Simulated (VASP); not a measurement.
In3Sb2As:

```xyz
6
Lattice="5.5031 0.0000 0.0000 -2.7515 4.7658 0.0000 0.0000 0.0000 6.6185" Properties=species:S:1:pos:R:3 pbc="T T T"
In    0.0000    3.1772    3.3093
In    2.7515    1.5886    3.3093
In    0.0000    0.0000    0.0000
Sb    0.0000    3.1772    0.0000
Sb    2.7515    1.5886    0.0000
As    0.0000    0.0000    3.3093
```

The cell was generated, and may not be a known phase.

```yaml
Program: VASP 6.6.1
Task: relaxation of cell and atoms
Functional: PBE
Potentials_or_basis: VASP PAW PBE potentials, release 64 (In_d, Sb, As)
Cutoff: 600 eV
k_mesh: 4 × 4 × 3
Occupations: gaussian, width 0.2 eV
Spin: no spin polarisation
```

At the start: pressure -2.0 GPa; volume 28.93 Å³/atom.

Question: How do energy, volume and symmetry change on relaxing?

Answer: Over 4 steps the energy falls by 61.7 meV/atom and the volume is 26.52 Å³/atom (-8.3 %); space group P6/mmm (No. 191, to 0.1 Å) before and after.

Step by step:
```
step  energy change (eV)  largest force (eV/Å)  pressure (GPa)  volume (Å³)
   1              0.0000                0.0000           -1.97       173.58
   2             -0.3050                0.0000           -1.27       164.59
   3             -0.3690                0.0000           -0.49       159.98
   4             -0.3703                0.0000           -0.29       159.12
```

Final structure:
```
CELL_PARAMETERS angstrom
5.51640 0.00000 0.00000
-2.75820 4.77735 0.00000
0.00000 0.00000 6.03786
ATOMIC_POSITIONS crystal
In 0.33333 0.66667 0.50000
In 0.66667 0.33333 0.50000
In 0.00000 0.00000 0.00000
Sb 0.33333 0.66667 0.00000
Sb 0.66667 0.33333 0.00000
As 0.00000 0.00000 0.50000
```
